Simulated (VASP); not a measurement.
Crystal: Hf.

```
Hf
1.0
     3.16320    0.00000    0.00000
    -1.58160    2.73941    0.00000
     0.00000    0.00000   10.33100
Hf
4
Direct
  0.00000 0.00000 0.00000
  0.00000 0.00000 0.50000
  0.33333 0.66667 0.25000
  0.66667 0.33333 0.75000
```

```yaml
Program: VASP 6.6.1
Task: relaxation of cell and atoms
Functional: PBEsol
Potentials_or_basis: VASP PAW PBE potentials, release 64 (Hf_pv)
Cutoff: 600 eV
k_mesh: 11 × 11 × 3
Occupations: fermi-dirac, width 0.1 eV
Spin: no spin polarisation
```

At the start: pressure -3.5 GPa; volume 22.38 Å³/atom.

Where does the relaxation end?

Over 5 steps the energy falls by 10.7 meV/atom and the volume is 21.66 Å³/atom (-3.2 %); space group P6_3/mmc (No. 194, to 0.05 Å).

Step by step:
| step | energy change (eV) | largest force (eV/Å) | pressure (GPa) | volume (Å³) |
| --- | --- | --- | --- | --- |
| 1 | 0.0000 | 0.0000 | -3.49 | 89.52 |
| 2 | 0.0026 | 0.0000 | 4.55 | 83.34 |
| 3 | -0.0392 | 0.0000 | 0.23 | 86.42 |
| 4 | -0.0427 | 0.0000 | 0.03 | 86.58 |
| 5 | -0.0429 | 0.0000 | 0.00 | 86.62 |

Final structure:
```xyz
4
Lattice="3.1505 0.0000 0.0000 -1.5753 2.7285 0.0000 0.0000 0.0000 10.0770" Properties=species:S:1:pos:R:3 pbc="T T T"
Hf    0.0000    0.0000    0.0000
Hf    0.0000    0.0000    5.0385
Hf    0.0000    1.8190    2.5193
Hf    1.5753    0.9095    7.5578
```

Caveat: the PAW data sets were made with another functional, which shifts forces and pressure a little.
